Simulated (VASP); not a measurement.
# MnO2 (P-3m1) in VASP: notebook, part 2 of 2

VASP 6.6.1. Earlier steps stand in the parts before.

## Step 3: Single point, PBE, collinear spin, ferromagnetic start (volume scaled by 1.020)

File INCAR:

```
ALGO = Normal ; EDIFF = 1E-7
ENCUT = 520 ; GGA = PE
ISIF = 2 ; ISMEAR = 0
ISPIN = 2 ; LASPH = True
LCHARG = False ; LMAXMIX = 4
LORBIT = 11 ; LREAL = False
LWAVE = False ; MAGMOM = 2.77 0 0
NBANDS = 24 ; NELM = 150
PREC = Accurate ; SIGMA = 0.05
```

File KPOINTS:

```
k-points
0
Gamma
  14 14 6
```

File POSCAR:

```
MnO2
1.0
    2.8773201039      0.0000000000      0.0000000000
   -1.4386600520      2.4918323048      0.0000000000
    0.0000000000      0.0000000000      5.5533995023
Mn O
1 2
Direct
    0.0000000000      0.0000000000      0.0000000000
    0.3333333333      0.6666666667      0.1719358323
    0.6666666667      0.3333333333      0.8280641677
```

Potentials or basis: VASP PAW PBE potentials, release 64 (Mn_pv, O).

On the command line:

```bash
cat potpaw_PBE.64/Mn_pv/POTCAR potpaw_PBE.64/O/POTCAR > POTCAR
mpirun -np 1 vasp_std > vasp.out
```

OUTCAR:

```text
EDIFF = 1E-7
   ENCUT = 520
   GGA = PE
   ISIF = 2
   ISMEAR = 0
   ISPIN = 2
   LASPH = True
   LORBIT = 11
   LREAL = False
   NELM = 150
   PREC = Accurate

 ion  position               nearest neighbor table
   1  0.000  0.000  0.000-   2 1.92   3 1.92   3 1.92   2 1.92   3 1.92   2 1.92
   2  0.333  0.667  0.172-   1 1.92   1 1.92   1 1.92
   3  0.667  0.333  0.828-   1 1.92   1 1.92   1 1.92

  LATTYP: Found a hexagonal cell.
 ALAT       =     2.8773201039
 C/A-ratio  =     1.9300596742

  Lattice vectors:

 A1 = (   2.8773201039,   0.0000000000,   0.0000000000)
 A2 = (  -1.4386600520,   2.4918323048,   0.0000000000)
 A3 = (   0.0000000000,   0.0000000000,   5.5533995023)

Analysis of symmetry for initial positions (statically):
=====================================================================
 Subroutine PRICEL returns:
 Original cell was already a primitive cell.

 Routine SETGRP: Setting up the symmetry group for a
 hexagonal supercell.

 Subroutine GETGRP returns: Found 12 space group operations
 (whereof 12 operations were pure point group operations)
 out of a pool of 24 trial point group operations.

The static configuration has the point symmetry D_3d.

Analysis of symmetry for dynamics (positions and initial velocities):
=====================================================================
 Subroutine PRICEL returns:
 Original cell was already a primitive cell.

 Routine SETGRP: Setting up the symmetry group for a
 hexagonal supercell.

 Subroutine GETGRP returns: Found 12 space group operations
 (whereof 12 operations were pure point group operations)
 out of a pool of 24 trial point group operations.

The dynamic configuration has the point symmetry D_3d.

Analysis of structural, dynamic, and magnetic symmetry:
=====================================================================
 Subroutine PRICEL returns:
 Original cell was already a primitive cell.

 Routine SETGRP: Setting up the symmetry group for a
 hexagonal supercell.

[... 147 lines left out ...]
 Free energy of the ion-electron system (eV)
  ---------------------------------------------------
  ext. energy  EPLUGINS =         0.00000000
  ---------------------------------------------------
  free energy    TOTEN  =       -23.84704410 eV

  energy without entropy =      -23.84704410  energy(sigma->0) =      -23.84704410

 E-fermi :   1.4655     XC(G=0):  -9.3927

 val. band max:        1.1068142661   @ k =   0.0714   0.0714   0.5000
 cond. band min:       2.1072363001   @ k =   0.0000   0.0000   0.5000
 fundamental gap:      1.0004220340
 Fermi energy:         1.4654842298

 spin component 1

 k-point     1 :       0.0000    0.0000    0.0000
  band No.  band energies     occupation
      1     -49.0724      1.00000
      2     -49.0724      1.00000
      3     -49.0675      1.00000
      4     -18.1403      1.00000
      5     -16.0336      1.00000
      6      -4.6388      1.00000
[... 637 lines left out ...]
     23      17.9195      0.00000
     24      21.4117      0.00000

 [... further k-points ...]

 spin component 2

 k-point     1 :       0.0000    0.0000    0.0000
  band No.  band energies     occupation
      1     -45.9930      1.00000
      2     -45.9930      1.00000
      3     -45.8200      1.00000
      4     -18.0026      1.00000
      5     -15.9388      1.00000
      6      -3.7143      1.00000
[... 637 lines left out ...]
     23      18.4711      0.00000
     24      21.5956      0.00000

 [... further k-points ...]
[... 5 lines left out ...]
  --------------------------------------------------------------------------------------
  -------------------------------------------------------------------------------------
  Total        0.2298559      0.2298559      0.1227148     -0.0000000      0.0000000     -0.0000000
  in kB        9.2491199      9.2491199      4.9378915     -0.0000000      0.0000000     -0.0000000
  external PRESSURE =       7.8120438 kB  Pullay stress =       0.0000000 kB

 VOLUME and BASIS-vectors are now :
 -----------------------------------------------------------------------------
  energy-cutoff  :      520.00
  volume of cell :       39.82
      direct lattice vectors                 reciprocal lattice vectors
     2.877320104  0.000000000  0.000000000     0.347545620  0.200655557  0.000000000
    -1.438660052  2.491832305  0.000000000     0.000000000  0.401311115  0.000000000
     0.000000000  0.000000000  5.553399502     0.000000000  0.000000000  0.180069883

 POSITION                                       TOTAL-FORCE (eV/Angst)
 -----------------------------------------------------------------------------------
      0.00000      0.00000      0.00000         0.000000      0.000000      0.000000
     -0.00000      1.66122      0.95483         0.000000      0.000000      0.089044
      1.43866      0.83061      4.59857        -0.000000      0.000000     -0.089044
 -----------------------------------------------------------------------------------
    total drift:                                0.000000     -0.000000      0.000000

  FREE ENERGIE OF THE ION-ELECTRON SYSTEM (eV)
  ---------------------------------------------------
  free  energy   TOTEN  =       -23.8470441021 eV

  energy  without entropy=      -23.8470441021  energy(sigma->0) =      -23.84704410

 total charge

# of ion       s       p       d       tot
------------------------------------------
    1        0.347   6.449   4.901  11.697
    2        1.582   3.404   0.000   4.986
    3        1.582   3.404   0.000   4.986
--------------------------------------------------
tot          3.511  13.258   4.901  21.669

 magnetization (x)

# of ion       s       p       d       tot
------------------------------------------
    1        0.031   0.039   2.785   2.854
    2        0.004   0.031   0.000   0.035
    3        0.004   0.031   0.000   0.035
--------------------------------------------------
tot          0.038   0.101   2.785   2.923
```

Run time: 89 s. Hardware: 1 thread of Intel Xeon 6975P-C (Granite Rapids), shared host; peak memory 0.3 GiB.

Results:

```yaml
Free_energy: -23.8470 eV
Pressure: 0.8 GPa
Largest_force: 0.089 eV/Å
Band_gap_on_the_k_mesh: 1.00 eV, indirect (least direct gap 1.05 eV)
Net_moment: 3.00 μB per cell
Site_moments: Mn +2.85; O +0.04 μB
Valence_electrons_inside_the_program's_atomic_spheres: Mn 11.70; O 4.99
```

Forces on the atoms (eV/Å):
```
Mn   0.000  0.000  0.000
O    0.000  0.000  0.089
O    0.000  0.000 -0.089
```

Stress tensor (GPa, compression positive):
```
0.92 0.00 0.00
0.00 0.92 0.00
0.00 0.00 0.49
```

Levels at points of the mesh, in eV from the valence-band top:
Spin up:
```csv
k point,band 10,band 11,band 12,band 13,band 14,band 15,band 16,band 17,band 18,band 19
"(0.00, 0.00, 0.00)",-2.25,-1.41,-1.22,-1.22,-0.17,2.98,2.98,6.66,10.24,11.97
"(0.50, 0.00, 0.00)",-2.67,-1.94,-1.74,-1.65,-0.91,2.22,2.83,11.56,12.39,13.87
"(0.00, 0.00, 0.50)",-2.25,-1.80,-1.22,-1.22,-0.05,2.98,2.98,8.16,8.69,11.62
"(0.50, 0.00, 0.50)",-2.66,-1.81,-1.74,-1.66,-0.93,2.22,2.82,11.12,12.47,13.26
```
Spin down:
| k point | band 9 | band 10 | band 11 | band 12 | band 13 | band 14 |
| --- | --- | --- | --- | --- | --- | --- |
| (0.00, 0.00, 0.00) | -1.26 | -1.17 | -1.17 | 1.00 | 1.00 | 2.57 |
| (0.50, 0.00, 0.00) | -2.83 | -2.56 | -1.77 | 1.29 | 1.73 | 2.03 |
| (0.00, 0.00, 0.50) | -1.67 | -1.17 | -1.17 | 1.00 | 1.00 | 2.64 |
| (0.50, 0.00, 0.50) | -2.81 | -2.55 | -1.64 | 1.27 | 1.73 | 2.02 |

Caveat: a cell with one magnetic atom can't hold antiferromagnetic order, which such compounds often take. A k mesh can miss the band edges.
